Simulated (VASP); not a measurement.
A run of VASP 6.6.1 is set up as follows.

File INCAR:

```
PREC     = Accurate       # precision mode
ENCUT    = 520            # plane-wave cutoff, eV
EDIFF    = 1E-6           # SCF threshold, eV
ISMEAR   = -1             # smearing method
SIGMA    = 0.05           # smearing width, eV
LREAL    = F              # projectors in reciprocal space
LASPH    = T              # aspherical terms in the spheres
NELM     = 60             # most SCF steps
ALGO     = Normal         # electronic algorithm
ISIF     = 2              # what is computed and relaxed
LWAVE    = F              # write WAVECAR
LCHARG   = F              # write CHGCAR
GGA      = RE             # functional
NBANDS   = 11             # bands
```

KPOINTS

```
Automatic mesh
0
Gamma
  6 6 6
```

Contents of POSCAR:

```
MgO
1.0
    0.0000000000      2.0970013927      2.0970013927
    2.0970013927      0.0000000000      2.0970013927
    2.0970013927      2.0970013927      0.0000000000
Mg O
1 1
Direct
    0.0000000000      0.0000000000      0.0000000000
    0.5000000000      0.5000000000      0.5000000000
```

Potentials or basis: VASP PAW PBE potentials, release 64 (Mg, O).

The run is started by

```bash
$ cat potpaw_PBE.64/Mg/POTCAR potpaw_PBE.64/O/POTCAR > POTCAR
$ mpirun -np 1 vasp_std > vasp.out
```

Task: Predict the band gap on the k mesh.

Result: 4.93 eV, direct.

Task: Estimate the pressure.

Result: 9.9 GPa.

Caveat: the k points lie up to 0.43 Å⁻¹ apart; the PAW data sets were made with another functional, which shifts forces and pressure a little.
